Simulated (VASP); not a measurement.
# AlCuC4N4 (P-43m) in VASP: further runs

Runs on AlCuC4N4. Level: PBE. Tasks: single point, relaxation of cell and atoms.

All numbers are computed with VASP 6.6.1; they aren't measurements. Logs are shortened: lines on timing, memory, paths and dates and some standing lists are left out, and cuts for length are marked.

## 1. The cell of the first run

The structure is cubic, space group P-43m (No. 215). The conventional cell has a = 5.864 Å, b = 5.864 Å, c = 5.864 Å, α = 90.00°, β = 90.00°, γ = 90.00°. Within 2.6 Å of Al (site symmetry -43m) lie 4 C at 1.97 Å. Within 2.6 Å of Cu (site symmetry -43m) lie 4 N at 1.94 Å. C (site symmetry 3m) has 1 N at 1.16 Å within 1.6 Å. N (site symmetry 3m) has 1 C at 1.16 Å within 1.6 Å.

## 2. Single point, PBE

File INCAR:

```
SYSTEM = AlCuC4N4
PREC = Accurate
ENCUT = 520
EDIFF = 1E-6
ISMEAR = 0
SIGMA = 0.02
LREAL = .False.
LASPH = .True.
NELM = 100
ALGO = Normal
ISIF = 2
LWAVE = .False.
LCHARG = .False.
GGA = PE
NBANDS = 36
```

File KPOINTS:

```
regular mesh
0
Gamma
  4 4 4
  0 0 0
```

File POSCAR:

```
AlCuC4N4
1.0
    5.8644864108      0.0000000000      0.0000000000
    0.0000000000      5.8644864108      0.0000000000
    0.0000000000      0.0000000000      5.8644864108
Al Cu C N
1 1 4 4
Direct
    0.0000000000      0.0000000000      0.0000000000
    0.5000000000      0.5000000000      0.5000000000
    0.1939924985      0.1939924985      0.1939924985
    0.1939924985      0.8060075015      0.8060075015
    0.8060075015      0.1939924985      0.8060075015
    0.8060075015      0.8060075015      0.1939924985
    0.3085928599      0.3085928599      0.3085928599
    0.3085928599      0.6914071401      0.6914071401
    0.6914071401      0.3085928599      0.6914071401
    0.6914071401      0.6914071401      0.3085928599
```

Potentials or basis: VASP PAW PBE potentials, release 64 (Al, Cu, C, N).

The run is started by

```console
$ cat potpaw_PBE.64/Al/POTCAR potpaw_PBE.64/Cu/POTCAR potpaw_PBE.64/C/POTCAR potpaw_PBE.64/N/POTCAR > POTCAR
$ mpirun -np 1 vasp_std > vasp.out
```

OUTCAR:

```text
SYSTEM = AlCuC4N4
   PREC = Accurate
   ENCUT = 520
   EDIFF = 1E-6
   ISMEAR = 0
   LREAL = .False.
   LASPH = .True.
   NELM = 100
   ISIF = 2
   GGA = PE

 ion  position               nearest neighbor table
   1  0.000  0.000  0.000-   3 1.97   4 1.97   5 1.97   6 1.97
   2  0.500  0.500  0.500-   7 1.94   8 1.94   9 1.94  10 1.94
   3  0.194  0.194  0.194-   7 1.16   1 1.97
   4  0.194  0.806  0.806-   8 1.16   1 1.97
   5  0.806  0.194  0.806-   9 1.16   1 1.97
   6  0.806  0.806  0.194-  10 1.16   1 1.97
   7  0.309  0.309  0.309-   3 1.16   2 1.94
   8  0.309  0.691  0.691-   4 1.16   2 1.94
   9  0.691  0.309  0.691-   5 1.16   2 1.94
  10  0.691  0.691  0.309-   6 1.16   2 1.94

  LATTYP: Found a simple cubic cell.
 ALAT       =     5.8644864108

  Lattice vectors:

 A1 = (   5.8644864108,   0.0000000000,   0.0000000000)
 A2 = (   0.0000000000,   5.8644864108,   0.0000000000)
 A3 = (   0.0000000000,   0.0000000000,   5.8644864108)

Analysis of symmetry for initial positions (statically):
=====================================================================
 Subroutine PRICEL returns:
 Original cell was already a primitive cell.

 Routine SETGRP: Setting up the symmetry group for a
 simple cubic supercell.

 Subroutine GETGRP returns: Found 24 space group operations
 (whereof 24 operations were pure point group operations)
 out of a pool of 48 trial point group operations.

The static configuration has the point symmetry T_d .

Analysis of symmetry for dynamics (positions and initial velocities):
=====================================================================
 Subroutine PRICEL returns:
 Original cell was already a primitive cell.

 Routine SETGRP: Setting up the symmetry group for a
 simple cubic supercell.

 Subroutine GETGRP returns: Found 24 space group operations
 (whereof 24 operations were pure point group operations)
 out of a pool of 48 trial point group operations.

The dynamic configuration has the point symmetry T_d .

 Subroutine INISYM returns: Found 24 space group operations
 (whereof 24 operations are pure point group operations),
 and found     1 'primitive' translations

----------------------------------------------------------------------------------------

                                     Primitive cell

  volume of cell :     201.6926

  direct lattice vectors                    reciprocal lattice vectors
     5.864486411  0.000000000  0.000000000     0.170517916  0.000000000  0.000000000
     0.000000000  5.864486411  0.000000000     0.000000000  0.170517916  0.000000000
     0.000000000  0.000000000  5.864486411     0.000000000  0.000000000  0.170517916

  length of vectors
     5.864486411  5.864486411  5.864486411     0.170517916  0.170517916  0.170517916

  position of ions in fractional coordinates (direct lattice)
     0.000000000  0.000000000  0.000000000
     0.500000000  0.500000000  0.500000000
     0.193992499  0.193992499  0.193992499
     0.193992499  0.806007501  0.806007501
     0.806007501  0.193992499  0.806007501
     0.806007501  0.806007501  0.193992499
     0.308592860  0.308592860  0.308592860
     0.308592860  0.691407140  0.691407140
     0.691407140  0.308592860  0.691407140
     0.691407140  0.691407140  0.308592860

  ion indices of the primitive-cell ions
   primitive index   ion index
                 1           1
                 2           2
                 3           3
                 4           4
                 5           5
                 6           6
                 7           7
                 8           8
                 9           9
                10          10

----------------------------------------------------------------------------------------

 KPOINTS: regular mesh

Automatic generation of k-mesh.
 Grid dimensions read from file:
 generate k-points for:    4    4    4

 Generating k-lattice:

  Cartesian coordinates                     Fractional coordinates (reciprocal lattice)
     0.042629479  0.000000000  0.000000000     0.250000000  0.000000000  0.000000000
     0.000000000  0.042629479  0.000000000     0.000000000  0.250000000  0.000000000
     0.000000000  0.000000000  0.042629479     0.000000000  0.000000000  0.250000000

  Length of vectors
     0.042629479  0.042629479  0.042629479

  Shift w.r.t. Gamma in fractional coordinates (k-lattice)
     0.000000000  0.000000000  0.000000000

 Subroutine IBZKPT returns following result:
 ===========================================

 Found     10 irreducible k-points:

 Following reciprocal coordinates:
            Coordinates               Weight
  0.000000  0.000000  0.000000      1.000000
  0.250000  0.000000  0.000000      6.000000
  0.500000  0.000000  0.000000      3.000000
  0.250000  0.250000  0.000000     12.000000
  0.500000  0.250000  0.000000     12.000000
  0.500000  0.500000  0.000000      3.000000
  0.250000  0.250000  0.250000      8.000000
  0.500000  0.250000  0.250000     12.000000
  0.500000  0.500000  0.250000      6.000000
  0.500000  0.500000  0.500000      1.000000
   k-points           NKPTS =     10   k-points in BZ     NKDIM =     10   number of bands    NBANDS=     36
   number of dos      NEDOS =    301   number of ions     NIONS =     10
   total plane-waves  NPLWV = 110592
   dimension x,y,z NGX =    48 NGY =   48 NGZ =   48
   dimension x,y,z NGXF=    96 NGYF=   96 NGZF=   96
   ions per type =               1   1   4   4
   NGX,Y,Z   is equivalent  to a cutoff of  13.61, 13.61, 13.61 a.u.
   NGXF,Y,Z  is equivalent  to a cutoff of  27.21, 27.21, 27.21 a.u.
 SYSTEM =  AlCuC4N4
   PREC   = accura    normal or accurate (medium, high low for compatibility)
   ISTART =      0    job   : 0-new  1-cont  2-samecut
   ICHARG =      2    charge: 1-file 2-atom 10-const
   ISPIN  =      1    spin polarized calculation?
   LNONCOLLINEAR =      F non collinear calculations
   LSORBIT =      F    spin-orbit coupling
   LASPH  =      T    aspherical Exc in radial PAW
   ENCUT  =  520.0 eV  38.22 Ry    6.18 a.u.  10.90 10.90 10.90*2*pi/ulx,y,z
   NELM   =    100;   NELMIN=  2; NELMDL= -5     # of ELM steps
   EDIFF  = 0.1E-05   stopping-criterion for ELM
   LREAL  =      F    real-space projection
   EDIFFG = 0.1E-04   stopping-criterion for IOM
   NSW    =      0    number of steps for IOM
   IBRION =     -1    ionic relax: 0-MD 1-quasi-New 2-CG
   NFREE  =      0    steps in history (QN), initial steepest desc. (CG)
   ISIF   =      2    stress and relaxation
   ISYM   =      2    0-nonsym 1-usesym 2-fastsym
   POTIM  = 0.5000    time-step for ionic-motion
   TEBEG  =    0.0;   TEEND  =   0.0 temperature during run
   PSTRESS=    0.0 pullay stress
   NELECT =      50.0000    total number of electrons
   NUPDOWN=      -1.0000    fix difference up-down
   EMIN   =  10.00;   EMAX   =-10.00  energy-range for DOS
   EFERMI =   0.00;   METHOD = LEGACY
   ISMEAR =     0;   SIGMA  =   0.02  broadening in eV -4-tet -1-fermi 0-gaus
   EFERMI_NEDOS =   21; number of points for ismear=-14 and -15
   IALGO  =     38    algorithm
   IMIX   =      4    mixing-type and parameters
     AMIX     =   0.40;   BMIX     =  1.00
     AMIX_MAG =   1.60;   BMIX_MAG =  1.00
  volume/ion in A,a.u.               =      20.17       136.11
  Fermi-wavevector in a.u.,A,eV,Ry     =   1.028414  1.943422 14.390016  1.057636
  Thomas-Fermi vector in A             =   2.162410
   LORBIT       =      0    0 simple, 1 ext, 2 COOP (PROOUT), +10 PAW based schemes
   GGA     = PE    functional components
   LHFCALC =     F    Hartree Fock is set to
   AEXX    =    0.0000 exact exchange contribution
   IVDW    =     0    specifies the selected vdW correction
   LEPSILON=     F    determine dielectric tensor
   LRPA    =     F    only Hartree local field effects (RPA)
 non-spin polarized calculation
 Gauss-broadening in eV      SIGMA  =   0.02
  energy-cutoff  :      520.00
  volume of cell :      201.69
 maximum number of plane-waves:      5520
 NGX is ok and might be reduce to    48
   NGX = 21   NGY = 21   NGZ = 21

 number of electron      50.0000002 magnetization

 Free energy of the ion-electron system (eV)
  ---------------------------------------------------
  ext. energy  EPLUGINS =         0.00000000
  ---------------------------------------------------
  free energy    TOTEN  =       -75.65688152 eV

  energy without entropy =      -75.65688152  energy(sigma->0) =      -75.65688152

 E-fermi :  -0.6992     XC(G=0):  -7.0679

 val. band max:       -0.8646870860   @ k =   0.5000   0.5000   0.0000
 cond. band min:       2.1677790707   @ k =   0.0000   0.0000   0.0000
 fundamental gap:      3.0324661567
 Fermi energy:        -0.6991890258

 k-point     1 :       0.0000    0.0000    0.0000
  band No.  band energies     occupation
      1     -18.5703      2.00000
      2     -18.4365      2.00000
      3     -18.4365      2.00000
      4     -18.4365      2.00000
      5      -9.7064      2.00000
      6      -7.7305      2.00000
[... 28 lines left out ...]
     35       6.9810      0.00000
     36       8.2850      0.00000

 k-point     2 :       0.2500    0.0000    0.0000
  band No.  band energies     occupation
      1     -18.5532      2.00000
      2     -18.4537      2.00000
      3     -18.4363      2.00000
      4     -18.4363      2.00000
      5      -9.6292      2.00000
      6      -8.2274      2.00000
[... 28 lines left out ...]
     35       6.9357      0.00000
     36       7.1027      0.00000
[... 271 lines left out ...]
     35       6.5908      0.00000
     36       6.5968      0.00000

 k-point    10 :       0.5000    0.5000    0.5000
  band No.  band energies     occupation
      1     -18.5161      2.00000
      2     -18.4531      2.00000
      3     -18.4531      2.00000
      4     -18.4531      2.00000
      5      -9.7374      2.00000
      6      -7.7544      2.00000
[... 28 lines left out ...]
     35       6.5189      0.00000
     36       6.5189      0.00000

------------------------ aborting loop because EDIFF is reached ----------------------------------------

  FORCE on cell =-STRESS in cart. coord.  units (eV):
  Direction    XX          YY          ZZ          XY          YZ          ZX
  --------------------------------------------------------------------------------------
  -------------------------------------------------------------------------------------
  Total        0.5510860      0.5510860      0.5510860     -0.0000000     -0.0000000      0.0000000
  in kB        4.3776395      4.3776395      4.3776395     -0.0000000     -0.0000000      0.0000000
  external PRESSURE =       4.3776395 kB  Pullay stress =       0.0000000 kB

 VOLUME and BASIS-vectors are now :
 -----------------------------------------------------------------------------
  energy-cutoff  :      520.00
  volume of cell :      201.69
      direct lattice vectors                 reciprocal lattice vectors
     5.864486411  0.000000000  0.000000000     0.170517916  0.000000000  0.000000000
     0.000000000  5.864486411  0.000000000     0.000000000  0.170517916  0.000000000
     0.000000000  0.000000000  5.864486411     0.000000000  0.000000000  0.170517916

 POSITION                                       TOTAL-FORCE (eV/Angst)
 -----------------------------------------------------------------------------------
      0.00000      0.00000      0.00000         0.000000      0.000000     -0.000000
      2.93224      2.93224      2.93224         0.000000      0.000000     -0.000000
      1.13767      1.13767      1.13767        -0.246097     -0.246097     -0.246097
      1.13767      4.72682      4.72682        -0.246097      0.246097      0.246097
      4.72682      1.13767      4.72682         0.246097     -0.246097      0.246097
      4.72682      4.72682      1.13767         0.246097      0.246097     -0.246097
      1.80974      1.80974      1.80974         0.214656      0.214656      0.214656
      1.80974      4.05475      4.05475         0.214656     -0.214656     -0.214656
      4.05475      1.80974      4.05475        -0.214656      0.214656     -0.214656
      4.05475      4.05475      1.80974        -0.214656     -0.214656      0.214656
 -----------------------------------------------------------------------------------
    total drift:                                0.000000      0.000000      0.000000

  FREE ENERGIE OF THE ION-ELECTRON SYSTEM (eV)
  ---------------------------------------------------
  free  energy   TOTEN  =       -75.6568815184 eV

  energy  without entropy=      -75.6568815184  energy(sigma->0) =      -75.65688152
```

Run time: 54 s. Hardware: 1 thread of Intel Xeon 6975P-C (Granite Rapids), shared host; peak memory 0.35 GiB.

What came out:

| Property | Result |
| --- | --- |
| Free energy | -75.6569 eV |
| Pressure | 0.4 GPa |
| Largest force | 0.426 eV/Å |
| Band gap on the k mesh | 3.03 eV (least direct gap 3.10 eV) |

Forces in eV/Å, atoms in the order of the input:
```
Al   0.000  0.000  0.000
Cu   0.000  0.000  0.000
C   -0.246 -0.246 -0.246
C   -0.246  0.246  0.246
C    0.246 -0.246  0.246
C    0.246  0.246 -0.246
N    0.215  0.215  0.215
N    0.215 -0.215 -0.215
N   -0.215  0.215 -0.215
N   -0.215 -0.215  0.215
```

Levels at points of the mesh, in eV from the valence-band top:
```tsv
k point	band 23	band 24	band 25	band 26	band 27	band 28
(0.00, 0.00, 0.00)	-0.20	-0.20	-0.20	3.03	3.03	3.03
(0.50, 0.00, 0.00)	-0.11	-0.03	-0.03	3.08	3.08	3.23
(0.50, 0.50, 0.00)	-0.13	0.00	0.00	3.27	3.29	3.29
(0.50, 0.50, 0.50)	-0.13	-0.13	-0.13	3.37	3.37	3.37
```

A k mesh can miss the band edges.

## 3. Relaxation of cell and atoms, PBE

This run uses another cell than the first one, of 20.13 Å³/atom.

File INCAR:

```
PREC = Accurate ; ENCUT = 600
EDIFF = 1E-6 ; ISMEAR = 0
SIGMA = 0.02 ; LREAL = False
LASPH = True ; NELM = 100
ALGO = Normal ; ISIF = 3
LWAVE = False ; LCHARG = False
GGA = PE ; IBRION = 2
NSW = 100 ; EDIFFG = -0.01
```

File KPOINTS:

```
Automatic mesh
0
Gamma
  4 4 4
```

File POSCAR:

```
AlCuC4N4
1.0
    5.8603950015      0.0000000000      0.0000000000
    0.0000000000      5.8603950015      0.0000000000
    0.0000000000      0.0000000000      5.8603950015
Al Cu C N
1 1 4 4
Direct
    0.0000000000      0.0000000000      0.0000000000
    0.5000000000      0.5000000000      0.5000000000
    0.1935983643      0.1935983643      0.1935983643
    0.1935983643      0.8064016357      0.8064016357
    0.8064016357      0.1935983643      0.8064016357
    0.8064016357      0.8064016357      0.1935983643
    0.3082540900      0.3082540900      0.3082540900
    0.3082540900      0.6917459100      0.6917459100
    0.6917459100      0.3082540900      0.6917459100
    0.6917459100      0.6917459100      0.3082540900
```

Potentials or basis: VASP PAW PBE potentials, release 64 (Al, Cu, C, N).

The run is started by

```console
$ cat potpaw_PBE.64/Al/POTCAR potpaw_PBE.64/Cu/POTCAR potpaw_PBE.64/C/POTCAR potpaw_PBE.64/N/POTCAR > POTCAR
$ mpirun -np 1 vasp_std > vasp.out
```

It took 3.8 min on 1 thread of Intel Xeon 6975P-C (Granite Rapids), shared host; peak memory 0.38 GiB.

The run converged. Its results:

```
Free energy                           : -75.6731 eV
Relaxed volume                        : 20.18 Å³/atom
Relaxed cell                          : a = 5.865 Å, b = 5.865 Å, c = 5.865 Å, α = 90.00°, β = 90.00°, γ = 90.00°
Space group after relaxing (to 0.1 Å) : P-43m (No. 215)
Energy gained by relaxing             : 0.3 meV/atom
Ionic steps                           : 13
Pressure after relaxing               : 0.0 GPa
Largest force after relaxing          : 0.004 eV/Å
Band gap on the k mesh                : 3.02 eV (least direct gap 3.09 eV)
```

Forces in eV/Å, atoms in the order of the input:
```
Al   0.000  0.000  0.000
Cu   0.000  0.000  0.000
C    0.000  0.000  0.000
C    0.000  0.000  0.000
C    0.000  0.000  0.000
C    0.000  0.000  0.000
N    0.002  0.002  0.002
N    0.002 -0.002 -0.002
N   -0.002  0.002 -0.002
N   -0.002 -0.002  0.002
```

The path:
| step | energy change (eV) | largest force (eV/Å) | pressure (GPa) | volume (Å³) |
| --- | --- | --- | --- | --- |
| 1 | 0.0000 | 0.3945 | 0.49 | 201.27 |
| 2 | 0.2769 | 3.8297 | -4.03 | 203.06 |
| 3 | -0.0024 | 0.0433 | 0.07 | 201.42 |
| 4 | -0.0024 | 0.0365 | 0.12 | 201.41 |
| 5 | -0.0027 | 0.0190 | -0.03 | 201.79 |
| 6 | -0.0027 | 0.0180 | -0.01 | 201.82 |
| 7 | -0.0027 | 0.0148 | -0.03 | 201.87 |
| 8 | -0.0027 | 0.0151 | -0.04 | 201.86 |
| 9 | -0.0027 | 0.0159 | -0.04 | 201.84 |
| 10 | -0.0027 | 0.0166 | -0.03 | 201.83 |
| 11 | -0.0025 | 0.0991 | 0.09 | 201.76 |
| 12 | -0.0027 | 0.0135 | -0.01 | 201.82 |
| 13 | -0.0027 | 0.0038 | -0.02 | 201.76 |

Final structure:
```cif
data_structure
_symmetry_space_group_name_H-M 'P 1'
_symmetry_Int_Tables_number 1
_cell_length_a 5.8652
_cell_length_b 5.8652
_cell_length_c 5.8652
_cell_angle_alpha 90.000
_cell_angle_beta 90.000
_cell_angle_gamma 90.000
_cell_volume 201.76
loop_
_atom_site_label
_atom_site_type_symbol
_atom_site_fract_x
_atom_site_fract_y
_atom_site_fract_z
_atom_site_occupancy
Al1 Al 0.00000 0.00000 0.00000 1
Cu1 Cu 0.50000 0.50000 0.50000 1
C1 C 0.19364 0.19364 0.19364 1
C2 C 0.19364 0.80636 0.80636 1
C3 C 0.80636 0.19364 0.80636 1
C4 C 0.80636 0.80636 0.19364 1
N1 N 0.30853 0.30853 0.30853 1
N2 N 0.30853 0.69147 0.69147 1
N3 N 0.69147 0.30853 0.69147 1
N4 N 0.69147 0.69147 0.30853 1
```

Levels at points of the mesh, in eV from the valence-band top:
```
           k point  band 23  band 24  band 25  band 26  band 27  band 28
(0.00, 0.00, 0.00)    -0.20    -0.20    -0.20     3.02     3.02     3.02
(0.50, 0.00, 0.00)    -0.11    -0.03    -0.03     3.07     3.07     3.22
(0.50, 0.50, 0.00)    -0.13     0.00     0.00     3.26     3.28     3.28
(0.50, 0.50, 0.50)    -0.13    -0.13    -0.13     3.36     3.36     3.36
```

A k mesh can miss the band edges.
